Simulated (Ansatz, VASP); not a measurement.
# C: VASP beside Ansatz

The input INCAR:

```
PREC     = Accurate       # precision mode
ENCUT    = 520            # plane-wave cutoff, eV
EDIFF    = 1E-7           # SCF threshold, eV
ISMEAR   = 0              # smearing method
SIGMA    = 0.03           # smearing width, eV
LREAL    = F              # projectors in reciprocal space
LASPH    = T              # aspherical terms in the spheres
NELM     = 100            # most SCF steps
ALGO     = Normal         # electronic algorithm
ISIF     = 2              # what is computed and relaxed
LWAVE    = F              # write WAVECAR
LCHARG   = F              # write CHGCAR
GGA      = CA             # functional
NBANDS   = 11             # bands
```

File KPOINTS:

```
Automatic mesh
0
Gamma
  16 16 16
```

POSCAR

```
C
1.0
    0.0000000000      2.1166507485      3.3597491838
    1.2227846672      0.0000000000      3.3597491838
    1.2227846672      2.1166507485      0.0000000000
C
2
Direct
    0.1369424390      0.8035293078      0.1964706922
    0.8332934344      0.1667065656      0.8332934344
```

Input for Ansatz:

```yaml
crystal:
  lattice:
    - [0.0, 2.1166507485, 3.3597491838]
    - [1.2227846672, 0.0, 3.3597491838]
    - [1.2227846672, 2.1166507485, 0.0]
  atoms:
    - { symbol: C, position: [0.136942439, 0.8035293078, 0.1964706922] }
    - { symbol: C, position: [0.8332934344, 0.1667065656, 0.8332934344] }
basis:
  ecutwfc: 420
kpoints:
  mp_grid: { grid: [16, 16, 16] }
hamiltonian:
  xc: lda
scf:
  occupations: { method: gaussian, width: 0.03 }
output:
  forces: true
  stress: true
  eigenvalues: true
```

Alike in both runs: task single point; functional LDA; k mesh 16 × 16 × 16; occupations gaussian, width 0.03 eV; no spin polarisation.

|  | VASP | Ansatz |
| --- | --- | --- |
| version | VASP 6.6.1 | Ansatz 0.2.0 |
| potentials or method | VASP PAW LDA potentials, release 64 (C), cutoff 520 eV | scalar-relativistic, plane waves, PAW |
| valence electrons in the cell | 8 | 8 |

Ansatz gave:

* gap on the k mesh at the Fermi level (eV): 0.04
* least direct gap on the mesh (eV): 0.10
* pressure (GPa): -2.7
* traceless stress, the component that is largest in VASP (GPa): -4.12
* rms of the force components (eV/Å): 2.012

**Question.** Estimate VASP's values.

**Answer.** gap on the k mesh at the Fermi level (eV): 0.04; least direct gap on the mesh (eV): 0.09; pressure (GPa): -1.9; traceless stress, the component that is largest in VASP (GPa): -5.02; rms of the force components (eV/Å): 1.998.

LDA's correlation is that of Perdew and Zunger in VASP and of Perdew and Wang (1992) in Ansatz. Atom by atom the forces differ by 0.014 eV/Å (rms over components).
